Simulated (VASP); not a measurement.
Write the native input for VASP 6.6.1 that does the following.

* Task: single point
* Functional: PBE
* Potentials or basis: VASP PAW PBE potentials, release 64 (Ga_d, O)
* Cutoff: 520 eV
* k mesh: 6 × 6 × 6
* Occupations: fermi-dirac, width 0.02 eV
* Spin: no spin polarisation
* Dipole correction: no
* Further INCAR settings: ALGO = Normal; EDIFF = 1e-07; NBANDS = 55

The structure of Ga2O3 lies in POSCAR:

```
Ga2O3
1.0
    2.4922597440      1.4389068341      4.5254504599
   -2.4922597440      1.4389068341      4.5254504599
    0.0000000000     -2.8778136682      4.5254504599
Ga O
4 6
Direct
    0.8550377730      0.8550377730      0.8550377730
    0.3550377730      0.3550377730      0.3550377730
    0.1449622270      0.1449622270      0.1449622270
    0.6449622270      0.6449622270      0.6449622270
    0.4462220541      0.0537779459      0.7500000000
    0.0537779459      0.7500000000      0.4462220541
    0.5537779459      0.9462220541      0.2500000000
    0.2500000000      0.5537779459      0.9462220541
    0.9462220541      0.2500000000      0.5537779459
    0.7500000000      0.4462220541      0.0537779459
```

This cell differs from its parent crystal: uniaxial z strain +1.0%.

The input as run:

INCAR

```
SYSTEM = Ga2O3
ALGO = Normal
EDIFF = 1E-7
ENCUT = 520
GGA = PE
ISIF = 2
ISMEAR = -1
LASPH = .TRUE.
LCHARG = .FALSE.
LREAL = .FALSE.
LWAVE = .FALSE.
NBANDS = 55
NELM = 80
PREC = Accurate
SIGMA = 0.02
```

KPOINTS

```
k-points
0
G
  6 6 6
  0 0 0
```

Potentials or basis: VASP PAW PBE potentials, release 64 (Ga_d, O).

Run with:

```console
$ cat potpaw_PBE.64/Ga_d/POTCAR potpaw_PBE.64/O/POTCAR > POTCAR
$ mpirun -np 1 vasp_std > vasp.out
```

Results of the run:

```json
{
 "Pressure": "8.2 GPa",
 "Largest force": "0.065 eV/Å",
 "Band gap on the k mesh": "2.75 eV (least direct gap 2.98 eV)"
}
```

Caveat: the cell differs from its parent crystal (uniaxial z strain +1.0%); the cell stands under pressure.

It took 110 s on 1 thread of Intel(R) Xeon(R) 6975P-C (Granite Rapids) (shared host), peak memory 0.3 GiB.
